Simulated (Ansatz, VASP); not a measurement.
AlCo: VASP beside Ansatz

POSCAR

```
AlCo
1.0
    2.7955278316      0.0000000000      0.0000000000
    0.0000000000      2.7955278316      0.0000000000
    0.0000000000      0.0000000000      2.7955278316
Al Co
1 1
Direct
    0.0000000000      0.0000000000      0.0000000000
    0.5000000000      0.5000000000      0.5000000000
```

Contents of INCAR.step1:

```
SYSTEM = AlCo
  ALGO = Normal
  EDIFF = 1E-4
  ENCUT = 520
  GGA = PE
  ISMEAR = 0
  ISPIN = 2
  LASPH = .TRUE.
  LCHARG = .FALSE.
  LMAXMIX = 4
  LREAL = .FALSE.
  LWAVE = .TRUE.
  MAGMOM = 0 0.16
  NBANDS = 17
  NELM = 150
  PREC = Accurate
  SIGMA = 0.1
```

Contents of INCAR.step2:

```
SYSTEM = AlCo
  ALGO = Normal
  EDIFF = 1E-6
  ENCUT = 520
  ISIF = 2
  ISMEAR = 0
  ISPIN = 2
  ISTART = 1
  LASPH = .TRUE.
  LCHARG = .FALSE.
  LMAXMIX = 4
  LMIXTAU = .TRUE.
  LORBIT = 11
  LREAL = .FALSE.
  LWAVE = .FALSE.
  MAGMOM = 0 0.16
  METAGGA = R2SCAN
  NBANDS = 17
  NELM = 150
  PREC = Accurate
  SIGMA = 0.1
```

The input KPOINTS:

```
k-points
0
G
  14 14 14
  0 0 0
```

Input for Ansatz:

```yaml
crystal:
  lattice:
    - [2.7955278316, 0.0, 0.0]
    - [0.0, 2.7955278316, 0.0]
    - [0.0, 0.0, 2.7955278316]
  atoms:
    - { symbol: Al, position: [0.0, 0.0, 0.0] }
    - { symbol: Co, position: [0.5, 0.5, 0.5], spin: 0.16 }
basis:
  ecutwfc: 500
kpoints:
  mp_grid: { grid: [14, 14, 14] }
hamiltonian:
  xc: r2scan
scf:
  occupations: { method: gaussian, width: 0.1 }
output:
  forces: true
  stress: true
  eigenvalues: true
  populations: true
magnetization:
  spin_polarized: true
```

Alike in both runs: task single point; functional r2SCAN; k mesh 14 × 14 × 14; occupations gaussian, width 0.1 eV; collinear spin.

```csv
,VASP,Ansatz
version,VASP 6.6.1,Ansatz 0.2.0
potentials or method,"VASP PAW PBE potentials, release 64 (Al, Co), cutoff 520 eV","scalar-relativistic, plane waves, PAW"
valence electrons in the cell,12,20
```

```csv
,VASP,Ansatz,Ansatz less VASP
gap on the k mesh at the Fermi level (eV),none,none,-
pressure (GPa),5.9,6.2,+0.32
net moment per atom (μB),0.00,0.00,0.000
```

VASP's potentials were made for PBE, not for r2SCAN. A gap of «none» marks a metal or a gap that the smearing closes. VASP's potentials hold 12 valence electrons a cell and Ansatz's 20, so a difference there can come from the potentials and not from the codes. Ansatz's warnings: seeded moment not kept, stability check not made.
